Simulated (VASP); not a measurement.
InSe, 4 atoms in the cell. The structure is monoclinic, space group C2/m (No. 12). Conventional cell: a = 11.736 Å, b = 4.110 Å, c = 4.610 Å, α = 90.00°, β = 110.30°, γ = 90.00°. Within 3.8 Å of In (site symmetry m) lie 5 Se at 2.58 to 3.51 Å and 3 In at 2.74 to 3.74 Å. Within 3.6 Å of Se (site symmetry m) lie 5 In at 2.58 to 3.51 Å and 3 Se at 3.51 to 3.52 Å. 

```yaml
Program: VASP 6.6.1
Task: single point
Functional: PBEsol
Potentials_or_basis: VASP PAW PBE potentials, release 64 (In_d, Se)
Cutoff: 520 eV
k_mesh: 3 × 3 × 2
Occupations: gaussian, width 0.01 eV
Spin: no spin polarisation
Dipole_correction: no
Further_INCAR_settings: ALGO = Normal; EDIFF = 1e-06; NBANDS = 27
```

Potentials or basis: VASP PAW PBE potentials, release 64 (In_d, Se).

The run is started by

```bash
$ cat potpaw_PBE.64/In_d/POTCAR potpaw_PBE.64/Se/POTCAR > POTCAR
$ mpirun -np 1 vasp_std > vasp.out
```

Hardware: 1 thread of AMD EPYC 7R13, with other jobs on the host.

Task: Estimate the wall time of this run.

Result: Wall time 50 s on 1 thread of AMD EPYC 7R13, on a shared host, peak memory 0.23 GiB. Counts: scf iterations 13, k points 8.
